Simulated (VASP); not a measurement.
# BAs (F-43m) in VASP: a series of runs

The runs below take BAs through electric field gradients, with LDA.

Program: VASP 6.6.1. These are calculated values, not measurements. Logs are shortened: lines on timing, memory, paths and dates and some standing lists are left out, and cuts for length are marked.

### 1 The cell of the first run

It takes space group F-43m (No. 216, cubic). The conventional cell has a = 4.761 Å, b = 4.761 Å, c = 4.761 Å, α = 90.00°, β = 90.00°, γ = 90.00°. B (site symmetry -43m) has 4 As at 2.06 Å within 2.7 Å. As (site symmetry -43m) has 4 B at 2.06 Å within 2.7 Å.

### 2 Electric field gradients, LDA (volume scaled by 0.99)

Input file INCAR:

```
SYSTEM = BAs
PREC = Accurate
ENCUT = 520
EDIFF = 1E-8
ISMEAR = -1
SIGMA = 0.03
LREAL = .False.
LASPH = .True.
NELM = 100
ALGO = Normal
ISIF = 2
LWAVE = .False.
LCHARG = .False.
GGA = CA
LEFG = .True.
NBANDS = 11
```

Input file KPOINTS:

```
regular mesh
0
Gamma
  15 15 15
  0 0 0
```

Input file POSCAR:

```
BAs
1.0
    0.0000000000      2.3805116460      2.3805116460
    2.3805116460      0.0000000000      2.3805116460
    2.3805116460      2.3805116460      0.0000000000
B As
1 1
Direct
    0.0000000000      0.0000000000      0.0000000000
    0.7500000000      0.7500000000      0.7500000000
```

Potentials or basis: VASP PAW LDA potentials, release 64 (B, As).

Started as:

```console
> cat potpaw_LDA.64/B/POTCAR potpaw_LDA.64/As/POTCAR > POTCAR
> mpirun -np 1 vasp_std > vasp.out
```

OUTCAR:

```text
SYSTEM = BAs
   PREC = Accurate
   ENCUT = 520
   EDIFF = 1E-8
   ISMEAR = -1
   LREAL = .False.
   LASPH = .True.
   NELM = 100
   ISIF = 2
   GGA = CA

 ion  position               nearest neighbor table
   1  0.000  0.000  0.000-   2 2.06   2 2.06   2 2.06   2 2.06
   2  0.750  0.750  0.750-   1 2.06   1 2.06   1 2.06   1 2.06

  LATTYP: Found a face centered cubic cell.
 ALAT       =     4.7610232920

  Lattice vectors:

 A1 = (   0.0000000000,   2.3805116460,   2.3805116460)
 A2 = (   2.3805116460,   0.0000000000,   2.3805116460)
 A3 = (   2.3805116460,   2.3805116460,   0.0000000000)

Analysis of symmetry for initial positions (statically):
=====================================================================
 Subroutine PRICEL returns:
 Original cell was already a primitive cell.

 Routine SETGRP: Setting up the symmetry group for a
 face centered cubic supercell.

 Subroutine GETGRP returns: Found 24 space group operations
 (whereof 24 operations were pure point group operations)
 out of a pool of 48 trial point group operations.

The static configuration has the point symmetry T_d .

Analysis of symmetry for dynamics (positions and initial velocities):
=====================================================================
 Subroutine PRICEL returns:
 Original cell was already a primitive cell.

 Routine SETGRP: Setting up the symmetry group for a
 face centered cubic supercell.

 Subroutine GETGRP returns: Found 24 space group operations
 (whereof 24 operations were pure point group operations)
 out of a pool of 48 trial point group operations.

The dynamic configuration has the point symmetry T_d .

 Subroutine INISYM returns: Found 24 space group operations
 (whereof 24 operations are pure point group operations),
 and found     1 'primitive' translations

----------------------------------------------------------------------------------------

                                     Primitive cell

  volume of cell :      26.9799

  direct lattice vectors                    reciprocal lattice vectors
     0.000000000  2.380511646  2.380511646    -0.210038880  0.210038880  0.210038880
     2.380511646  0.000000000  2.380511646     0.210038880 -0.210038880  0.210038880
     2.380511646  2.380511646  0.000000000     0.210038880  0.210038880 -0.210038880

  length of vectors
     3.366551855  3.366551855  3.366551855     0.363798012  0.363798012  0.363798012

  position of ions in fractional coordinates (direct lattice)
     0.000000000  0.000000000  0.000000000
     0.750000000  0.750000000  0.750000000

  ion indices of the primitive-cell ions
   primitive index   ion index
                 1           1
                 2           2

----------------------------------------------------------------------------------------

 KPOINTS: regular mesh

Automatic generation of k-mesh.
 Grid dimensions read from file:
 generate k-points for:   15   15   15

 Generating k-lattice:

  Cartesian coordinates                     Fractional coordinates (reciprocal lattice)
    -0.014002592  0.014002592  0.014002592     0.066666667  0.000000000  0.000000000
     0.014002592 -0.014002592  0.014002592     0.000000000  0.066666667  0.000000000
     0.014002592  0.014002592 -0.014002592     0.000000000  0.000000000  0.066666667

  Length of vectors
     0.024253201  0.024253201  0.024253201

  Shift w.r.t. Gamma in fractional coordinates (k-lattice)
     0.000000000  0.000000000  0.000000000

 Subroutine IBZKPT returns following result:
 ===========================================

 Found    120 irreducible k-points:

 Following reciprocal coordinates:
            Coordinates               Weight
  0.000000  0.000000  0.000000      1.000000
  0.066667  0.000000  0.000000      8.000000
  0.133333  0.000000  0.000000      8.000000
  0.200000  0.000000  0.000000      8.000000
  0.266667  0.000000  0.000000      8.000000
  0.333333  0.000000  0.000000      8.000000
[... 16 lines left out ...]
  0.133333  0.133333  0.000000      6.000000
  0.200000  0.133333  0.000000     24.000000
 [... further k-points ...]
   k-points           NKPTS =    120   k-points in BZ     NKDIM =    120   number of bands    NBANDS=     11
   number of dos      NEDOS =    301   number of ions     NIONS =      2
   total plane-waves  NPLWV =  21952
   dimension x,y,z NGX =    28 NGY =   28 NGZ =   28
   dimension x,y,z NGXF=    56 NGYF=   56 NGZF=   56
   ions per type =               1   1
   NGX,Y,Z   is equivalent  to a cutoff of  13.83, 13.83, 13.83 a.u.
   NGXF,Y,Z  is equivalent  to a cutoff of  27.65, 27.65, 27.65 a.u.
 SYSTEM =  BAs
   PREC   = accura    normal or accurate (medium, high low for compatibility)
   ISTART =      0    job   : 0-new  1-cont  2-samecut
   ICHARG =      2    charge: 1-file 2-atom 10-const
   ISPIN  =      1    spin polarized calculation?
   LNONCOLLINEAR =      F non collinear calculations
   LSORBIT =      F    spin-orbit coupling
   LASPH  =      T    aspherical Exc in radial PAW
   ENCUT  =  520.0 eV  38.22 Ry    6.18 a.u.   6.26  6.26  6.26*2*pi/ulx,y,z
   NELM   =    100;   NELMIN=  2; NELMDL= -5     # of ELM steps
   EDIFF  = 0.1E-07   stopping-criterion for ELM
   LREAL  =      F    real-space projection
   EDIFFG = 0.1E-06   stopping-criterion for IOM
   NSW    =      0    number of steps for IOM
   IBRION =     -1    ionic relax: 0-MD 1-quasi-New 2-CG
   NFREE  =      0    steps in history (QN), initial steepest desc. (CG)
   ISIF   =      2    stress and relaxation
   ISYM   =      2    0-nonsym 1-usesym 2-fastsym
   POTIM  = 0.5000    time-step for ionic-motion
   TEBEG  =    0.0;   TEEND  =   0.0 temperature during run
   PSTRESS=    0.0 pullay stress
   NELECT =       8.0000    total number of electrons
   NUPDOWN=      -1.0000    fix difference up-down
   EMIN   =  10.00;   EMAX   =-10.00  energy-range for DOS
   EFERMI =   0.00;   METHOD = LEGACY
   ISMEAR =    -1;   SIGMA  =   0.03  broadening in eV -4-tet -1-fermi 0-gaus
   EFERMI_NEDOS =   21; number of points for ismear=-14 and -15
   IALGO  =     38    algorithm
   IMIX   =      4    mixing-type and parameters
     AMIX     =   0.40;   BMIX     =  1.00
     AMIX_MAG =   1.60;   BMIX_MAG =  1.00
  volume/ion in A,a.u.               =      13.49        91.03
  Fermi-wavevector in a.u.,A,eV,Ry     =   1.091670  2.062956 16.214639  1.191742
  Thomas-Fermi vector in A             =   2.227919
   LORBIT       =      0    0 simple, 1 ext, 2 COOP (PROOUT), +10 PAW based schemes
   GGA     = CA    functional components
   LHFCALC =     F    Hartree Fock is set to
   AEXX    =    0.0000 exact exchange contribution
   IVDW    =     0    specifies the selected vdW correction
   LEPSILON=     F    determine dielectric tensor
   LRPA    =     F    only Hartree local field effects (RPA)
 non-spin polarized calculation
  energy-cutoff  :      520.00
  volume of cell :       26.98
 maximum number of plane-waves:       745
 NGX is ok and might be reduce to    28
   NGX = 13   NGY = 13   NGZ = 13

 number of electron       8.0000000 magnetization

 Free energy of the ion-electron system (eV)
  ---------------------------------------------------
  ext. energy  EPLUGINS =         0.00000000
  ---------------------------------------------------
  free energy    TOTEN  =       -12.92528781 eV

  energy without entropy =      -12.92528781  energy(sigma->0) =      -12.92528781

 E-fermi :   6.8059     XC(G=0): -10.8259

 val. band max:        6.2705099624   @ k =   0.0000   0.0000   0.0000
 cond. band min:       7.3838703773   @ k =   0.4000   0.4000   0.0000
 fundamental gap:      1.1133604148
 Fermi energy:         6.8058672842

 k-point     1 :       0.0000    0.0000    0.0000
  band No.  band energies     occupation
      1      -9.1973      2.00000
      2       6.2705      2.00000
      3       6.2705      2.00000
      4       6.2705      2.00000
      5       9.5329      0.00000
      6       9.5329      0.00000
      7       9.5329      0.00000
      8      11.0918      0.00000
      9      15.6777      0.00000
     10      19.3452      0.00000
     11      19.3452      0.00000

 k-point     2 :       0.0667    0.0000    0.0000
  band No.  band energies     occupation
      1      -9.1238      2.00000
      2       5.5615      2.00000
      3       6.1234      2.00000
      4       6.1234      2.00000
      5       9.6694      0.00000
      6       9.7254      0.00000
      7       9.7254      0.00000
      8      11.4849      0.00000
      9      15.9818      0.00000
     10      18.6330      0.00000
     11      18.6330      0.00000

 k-point     3 :       0.1333    0.0000    0.0000
  band No.  band energies     occupation
      1      -8.9045      2.00000
      2       4.1096      2.00000
      3       5.7795      2.00000
      4       5.7795      2.00000
      5       9.6601      0.00000
      6      10.1759      0.00000
      7      10.1759      0.00000
      8      12.4433      0.00000
      9      16.7396      0.00000
     10      17.8457      0.00000
     11      17.8457      0.00000

 k-point     4 :       0.2000    0.0000    0.0000
  band No.  band energies     occupation
      1      -8.5447      2.00000
      2       2.5023      2.00000
      3       5.3864      2.00000
      4       5.3864      2.00000
      5       9.5058      0.00000
      6      10.6519      0.00000
      7      10.6519      0.00000
      8      13.4754      0.00000
      9      17.3459      0.00000
     10      17.4621      0.00000
     11      17.4621      0.00000
[... 239 lines left out ...]
 k-point    22 :      -0.0667    0.0667    0.0000
  band No.  band energies     occupation
      1      -9.0016      2.00000
      2       4.9073      2.00000
      3       5.4192      2.00000
      4       6.1415      2.00000
      5       9.7426      0.00000
      6       9.7801      0.00000
      7      10.2492      0.00000
      8      12.0106      0.00000
      9      16.4517      0.00000
     10      17.6397      0.00000
     11      18.4247      0.00000

 k-point    23 :       0.1333    0.1333    0.0000
  band No.  band energies     occupation
      1      -8.8063      2.00000
      2       4.6898      2.00000
      3       4.9833      2.00000
      4       4.9833      2.00000
      5       8.7409      0.00000
      6      11.2325      0.00000
      7      11.2325      0.00000
      8      12.0213      0.00000
      9      16.2681      0.00000
     10      17.1732      0.00000
     11      19.7716      0.00000

 k-point    24 :       0.2000    0.1333    0.0000
  band No.  band energies     occupation
      1      -8.5409      2.00000
      2       3.4590      2.00000
      3       4.5587      2.00000
      4       4.7906      2.00000
      5       8.7374      0.00000
      6      11.4035      0.00000
      7      11.8542      0.00000
      8      12.3975      0.00000
      9      16.1083      0.00000
     10      17.9836      0.00000
     11      19.5539      0.00000

 [... further k-points ...]

------------------------ aborting loop because EDIFF is reached ----------------------------------------

  FORCE on cell =-STRESS in cart. coord.  units (eV):
  Direction    XX          YY          ZZ          XY          YZ          ZX
  --------------------------------------------------------------------------------------
  -------------------------------------------------------------------------------------
  Total       -0.2867259     -0.2867259     -0.2867259     -0.0000000     -0.0000000     -0.0000000
  in kB      -17.0269362    -17.0269362    -17.0269362     -0.0000000     -0.0000000     -0.0000000
  external PRESSURE =     -17.0269362 kB  Pullay stress =       0.0000000 kB

 VOLUME and BASIS-vectors are now :
 -----------------------------------------------------------------------------
  energy-cutoff  :      520.00
  volume of cell :       26.98
      direct lattice vectors                 reciprocal lattice vectors
     0.000000000  2.380511646  2.380511646    -0.210038880  0.210038880  0.210038880
     2.380511646  0.000000000  2.380511646     0.210038880 -0.210038880  0.210038880
     2.380511646  2.380511646  0.000000000     0.210038880  0.210038880 -0.210038880

 POSITION                                       TOTAL-FORCE (eV/Angst)
 -----------------------------------------------------------------------------------
      0.00000      0.00000      0.00000        -0.000000     -0.000000     -0.000000
      3.57077      3.57077      3.57077         0.000000      0.000000      0.000000
 -----------------------------------------------------------------------------------
    total drift:                                0.000000      0.000000      0.000000

  FREE ENERGIE OF THE ION-ELECTRON SYSTEM (eV)
  ---------------------------------------------------
  free  energy   TOTEN  =       -12.9252878080 eV

  energy  without entropy=      -12.9252878080  energy(sigma->0) =      -12.92528781

 Electric field gradients (V/A^2)
---------------------------------------------------------------------
 ion       V_xx      V_yy      V_zz      V_xy      V_xz      V_yz
---------------------------------------------------------------------
   1      -0.000     0.000     0.000     0.000     0.000     0.000
   2       0.000    -0.000     0.000     0.000     0.000     0.000
---------------------------------------------------------------------

 Electric field gradients after diagonalization (V/A^2)
 (convention: |V_zz| > |V_xx| > |V_yy|)
----------------------------------------------------------------------
 ion       V_xx      V_yy      V_zz     asymmetry (V_yy - V_xx)/ V_zz
----------------------------------------------------------------------
   1      -0.000    -0.000     0.000       0.000
   2      -0.000    -0.000     0.000       0.000
----------------------------------------------------------------------

           NMR quadrupolar parameters

 Cq : quadrupolar parameter    Cq=e*Q*V_zz/h
 eta: asymmetry parameters     (V_yy - V_xx)/ V_zz
 Q  : nuclear electric quadrupole moment in mb (millibarn)
----------------------------------------------------------------------
 ion       Cq(MHz)       eta       Q (mb)
----------------------------------------------------------------------
   1       0.000       0.000       1.000
   2       0.000       0.000       1.000
----------------------------------------------------------------------
```

Run time: 15 s. Hardware: 1 thread of Intel Xeon 6975P-C (Granite Rapids), shared host; peak memory 0.16 GiB.

Results:

| Property | Result |
| --- | --- |
| Free energy | -12.9253 eV |
| Pressure | -1.7 GPa |
| Band gap on the k mesh | 1.11 eV, indirect (least direct gap 3.26 eV) |

Caveat: without QUAD_EFG the Cq values of the log hold for a quadrupole moment of 1 mb, not for the nuclei.

(Part 1 of 3 ends here.)
